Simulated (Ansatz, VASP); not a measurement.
## Sb in VASP and in Ansatz

The input INCAR:

```
SYSTEM = Sb
PREC     = Accurate       ! precision mode
ENCUT    = 520            ! plane-wave cutoff, eV
EDIFF    = 1E-6           ! SCF threshold, eV
ISMEAR   = -1             ! smearing method
SIGMA    = 0.1            ! smearing width, eV
LREAL    = .FALSE.        ! projectors in reciprocal space
LASPH    = .TRUE.         ! aspherical terms in the spheres
NELM     = 100            ! most SCF steps
ALGO     = Normal         ! electronic algorithm
ISIF     = 2              ! what is computed and relaxed
LWAVE    = .FALSE.        ! write WAVECAR
LCHARG   = .FALSE.        ! write CHGCAR
GGA      = B5             ! functional
ALDAX    = 1.0          
AGGAX    = 1.0          
AGGAC    = 1.0          
ALDAC    = 0.0          
NBANDS   = 18             ! bands
```

KPOINTS

```
Automatic mesh
0
G
  12 12 3
  0 0 0
```

POSCAR

```
Sb
1.0
    3.4826790217      0.0000000000      0.0000000000
   -1.7413395108      3.0160885060      0.0000000000
    0.0000000000      0.0000000000     12.0205141812
Sb
4
Direct
    1.0000000000      1.0000000000      0.0000000000
    1.0000000000      1.0000000000      0.5000000000
    0.3333333333      0.6666666667      0.2500000000
    0.6666666667      0.3333333333      0.7500000000
```

Input for Ansatz:

```yaml
crystal:
  lattice:
    - [3.4826790217, 0.0, 0.0]
    - [-1.7413395108, 3.016088506, 0.0]
    - [0.0, 0.0, 12.0205141812]
  atoms:
    - { symbol: Sb, position: [1.0, 1.0, 0.0] }
    - { symbol: Sb, position: [1.0, 1.0, 0.5] }
    - { symbol: Sb, position: [0.3333333333, 0.6666666667, 0.25] }
    - { symbol: Sb, position: [0.6666666667, 0.3333333333, 0.75] }
hamiltonian:
  xc: blyp
  pseudopotentials:
    kind: paw
    azcp:
      Sb: "pseudopotentials/Sb.paw.azcp"
basis:
  ecutwfc: 420
  fft_grid_basis: typed
kpoints:
  mp_grid: { grid: [12, 12, 3], shift: [0, 0, 0] }
magnetization:
  spin_polarized: false
scf:
  occupations: { method: fermi_dirac, width: 0.1 }
  lower_state_search: "off"
output:
  stress: true
```

Alike in both runs: task single point; functional BLYP; k mesh 12 × 12 × 3; occupations fermi-dirac, width 0.1 eV; no spin polarisation.

```csv
,VASP,Ansatz
version,VASP 6.6.1,Ansatz 0.2.0
potentials or method,"VASP PAW PBE potentials, release 64 (Sb), cutoff 520 eV","plane waves (420 eV) with PAW, scalar-relativistic"
valence electrons in the cell,20,60
```

```tsv
	VASP	Ansatz	Ansatz less VASP
pressure (GPa)	-1.5	-1.6	-0.10
```

VASP's potentials were made for PBE, not for BLYP. VASP's potentials hold 20 valence electrons a cell and Ansatz's 60, so a difference there can come from the potentials and not from the codes.

Neither program's run includes spin-orbit coupling.
